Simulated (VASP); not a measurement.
Here is a VASP 6.6.1 calculation.

INCAR

```
PREC     = Accurate       # precision mode
ENCUT    = 520            # plane-wave cutoff, eV
EDIFF    = 1E-6           # SCF threshold, eV
ISMEAR   = 0              # smearing method
SIGMA    = 0.15           # smearing width, eV
LREAL    = F              # projectors in reciprocal space
LASPH    = T              # aspherical terms in the spheres
NELM     = 100            # most SCF steps
ALGO     = Fast           # electronic algorithm
ISIF     = 2              # what is computed and relaxed
LWAVE    = F              # write WAVECAR
LCHARG   = F              # write CHGCAR
GGA      = PS             # functional
NBANDS   = 17             # bands
```

File KPOINTS:

```
Automatic mesh
0
Gamma
  18 18 10
```

File POSCAR:

```
Hf
1.0
    3.0813000000      0.0000000000      0.0000000000
   -1.5406500000      2.6684840767      0.0000000000
    0.0000000000      0.0000000000      4.6965000000
Hf
2
Direct
    0.3333333333      0.6666666667      0.2500000000
    0.6666666667      0.3333333333      0.7500000000
```

Potentials or basis: VASP PAW PBE potentials, release 64 (Hf_pv).

Command:

```console
$ cat potpaw_PBE.64/Hf_pv/POTCAR > POTCAR
$ mpirun -np 1 vasp_std > vasp.out
```

Predict the pressure.

15.5 GPa.

Predict the band gap on the k mesh.

zero (bands 10 and 11 overlap by 1.55 eV).

Stress tensor (GPa, compression positive):
```
13.20  0.00  0.00
 0.00 13.20  0.00
 0.00  0.00 20.06
```

Caveat: the stress differs along the axes, from 13 to 20 GPa; the PAW data sets were made with another functional, which shifts forces and pressure a little; spin-orbit coupling is left out, which moves the levels of the heavy elements.
